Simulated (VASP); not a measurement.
Y, 8 atoms in the cell. It takes space group Pm-3n (No. 223, cubic). Conventional cell: a = 6.459 Å, b = 6.459 Å, c = 6.459 Å, α = 90.00°, β = 90.00°, γ = 90.00°. Y (site symmetry m-3) has 12 Y at 3.61 Å within 4.7 Å. Y (site symmetry -4m2) has 14 Y at 3.23 to 3.96 Å within 4.2 Å. 

| Item | Value |
| --- | --- |
| Program | VASP 6.6.1 |
| Task | single point |
| Functional | PBE |
| Potentials or basis | VASP PAW PBE potentials, release 64 (Y_sv) |
| Cutoff | 520 eV |
| k mesh | 6 × 6 × 6 |
| Occupations | gaussian, width 0.1 eV |
| Spin | no spin polarisation |
| Dipole correction | no |
| Further INCAR settings | ALGO = Normal; EDIFF = 1e-07; NBANDS = 54 |

Potentials or basis: VASP PAW PBE potentials, release 64 (Y_sv).

Launch:

```bash
$ cat potpaw_PBE.64/Y_sv/POTCAR > POTCAR
$ mpirun -np 1 vasp_std > vasp.out
```

Hardware: 1 thread of Intel(R) Xeon(R) Platinum 8488C (Sapphire Rapids), with other jobs on the host.

**Question.** How long does it take, and how much memory?

**Answer.** It took 4.5 min on 1 thread of Intel(R) Xeon(R) Platinum 8488C (Sapphire Rapids), on a shared host, peak memory 0.44 GiB. Counts: scf iterations 17, k points 20.
